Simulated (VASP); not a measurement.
Set up this calculation in VASP 6.6.1, as the native input.

| Property | Result |
| --- | --- |
| Task | single point |
| Functional | r2SCAN |
| Potentials or basis | VASP PAW PBE potentials, release 64 (Sn_d, Te) |
| Cutoff | 520 eV |
| k mesh | 6 × 6 × 6 |
| Occupations | fermi-dirac, width 0.02 eV |
| Spin | no spin polarisation |
| Dipole correction | no |
| Further INCAR settings | ALGO = Normal; EDIFF = 1e-06; NBANDS = 17 |

Crystal: SnTe.

```
Sn Te
1.0
     0.00000    3.18933    3.18933
     3.18933    0.00000    3.18933
     3.18933    3.18933    0.00000
Sn Te
1 1
Cartesian
  0.0000 0.0000 0.0000
  3.1893 3.1893 3.1893
```

These files were run (other wordings do the same):

POSCAR

```
SnTe
1.0
    0.0000000000      3.1893301349      3.1893301349
    3.1893301349      0.0000000000      3.1893301349
    3.1893301349      3.1893301349      0.0000000000
Sn Te
1 1
Direct
    0.0000000000      0.0000000000      0.0000000000
    0.5000000000      0.5000000000      0.5000000000
```

INCAR.step1

```
SYSTEM = SnTe
ALGO = Normal
EDIFF = 1E-4
ENCUT = 520
GGA = PE
ISMEAR = -1
LASPH = .TRUE.
LCHARG = .FALSE.
LREAL = .FALSE.
LWAVE = .TRUE.
NBANDS = 17
NELM = 60
PREC = Accurate
SIGMA = 0.02
```

INCAR.step2

```
SYSTEM = SnTe
ALGO = Normal
EDIFF = 1E-6
ENCUT = 520
ISIF = 2
ISMEAR = -1
ISTART = 1
LASPH = .TRUE.
LCHARG = .TRUE.
LELF = .TRUE.
LMIXTAU = .TRUE.
LREAL = .FALSE.
LVHAR = .TRUE.
LWAVE = .FALSE.
METAGGA = R2SCAN
NBANDS = 17
NELM = 60
PREC = Accurate
SIGMA = 0.02
```

KPOINTS

```
k-points
0
G
  6 6 6
  0 0 0
```

Potentials or basis: VASP PAW PBE potentials, release 64 (Sn_d, Te).

Launch:

```console
$ cat potpaw_PBE.64/Sn_d/POTCAR potpaw_PBE.64/Te/POTCAR > POTCAR
$ cp INCAR.step1 INCAR
$ mpirun -np 1 vasp_std > vasp.out
$ cp INCAR.step2 INCAR
$ mpirun -np 1 vasp_std > vasp.out
```

It gave:

| Property | Result |
| --- | --- |
| Pressure | 0.0 GPa |
| Band gap on the k mesh | 0.14 eV |

Caveat: the PAW data sets were made with another functional, which shifts forces and pressure a little; spin-orbit coupling is left out, which moves the levels of the heavy elements.

Wall time 73 s on 1 thread of Intel Xeon 8259CL (shared host), peak memory 0.22 GiB.
